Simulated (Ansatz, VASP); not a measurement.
Li3ScCl3: VASP beside Ansatz

```xyz
14
Lattice="3.5061 0.0000 0.0000 -1.7530 3.0364 0.0000 0.0000 0.0000 17.1850" Properties=species:S:1:pos:R:3 pbc="T T T"
Li    0.0000    0.0000   13.9628
Li    0.0000    0.0000    5.3703
Li    0.0000    2.0242   16.8275
Li    1.7530    1.0121    8.2350
Li    0.0000    2.0242   11.0981
Li    1.7530    1.0121    2.5056
Sc    0.0000    2.0242    4.2962
Sc    1.7530    1.0121   12.8887
Cl    0.0000    0.0000   11.8147
Cl    0.0000    0.0000    3.2222
Cl    0.0000    2.0242   14.6794
Cl    1.7530    1.0121    6.0869
Cl    0.0000    2.0242    8.9499
Cl    1.7530    1.0121    0.3574
```

Alike in both runs: task single point; functional PBE; k mesh 6 × 6 × 1; occupations gaussian, width 0.1 eV; no spin polarisation.

|  | VASP | Ansatz |
| --- | --- | --- |
| version | VASP 6.6.1 | Ansatz 0.2.0 |
| potentials or method | VASP PAW PBE potentials, release 64 (Li_sv, Sc_sv, Cl), cutoff 520 eV | scalar-relativistic, plane waves, PAW |
| valence electrons in the cell | 82 | 82 |

```csv
,VASP,Ansatz,Ansatz less VASP
gap on the k mesh at the Fermi level (eV),none,none,-
rms of the force components (eV/Å),0.772,0.750,-0.0217
```

Atom by atom the forces differ by 0.027 eV/Å (rms over components). A gap of «none» marks a metal or a gap that the smearing closes.

The k mesh is coarse, so the values compare programs but aren't converged. Noted on VASP's run: the cutoff is short for stress, so the pressure is rough.
